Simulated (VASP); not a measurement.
A run of VASP 6.6.1 is set up as follows.

INCAR

```
  PREC = Accurate
  ENCUT = 520
  EDIFF = 1E-6
  ISMEAR = 0
  SIGMA = 0.05
  LREAL = F
  LASPH = T
  NELM = 100
  ALGO = Normal
  ISIF = 2
  LWAVE = F
  LCHARG = F
  GGA = PE
  NBANDS = 24
```

KPOINTS

```
regular mesh
0
Gamma
  6 6 6
```

Contents of POSCAR:

```
BiTe3
1.0
    6.0412745303      0.0000000000      0.0000000000
    0.0000000000      6.0412745303      0.0000000000
    0.0000000000      0.0000000000      6.0412745303
Bi Te
1 3
Direct
    0.0000000000      0.0000000000      0.0198633582
    0.5000000000      0.0000000000      0.0000000000
    0.0000000000      0.0000000000      0.5000000000
    0.0000000000      0.5000000000      0.0000000000
```

Potentials or basis: VASP PAW PBE potentials, release 64 (Bi_d, Te).

Run with:

```bash
$ cat potpaw_PBE.64/Bi_d/POTCAR potpaw_PBE.64/Te/POTCAR > POTCAR
$ mpirun -np 1 vasp_std > vasp.out
```

Task: What does it give for the pressure?

Result: 0.1 GPa.

Task: What does it give for the band gap on the k mesh?

Result: Zero (an odd number of electrons rules out a gap without spin polarisation).

Task: Predict the largest force.

Result: 0.154 eV/Å.

Stress tensor (GPa, compression positive):
```
-0.08  0.00  0.00
 0.00 -0.08  0.00
 0.00  0.00  0.32
```

Caveat: the cell differs from its parent crystal (atom 1 (Bi) moved 0.12 Å along z); spin-orbit coupling is left out, which moves the levels of the heavy elements.
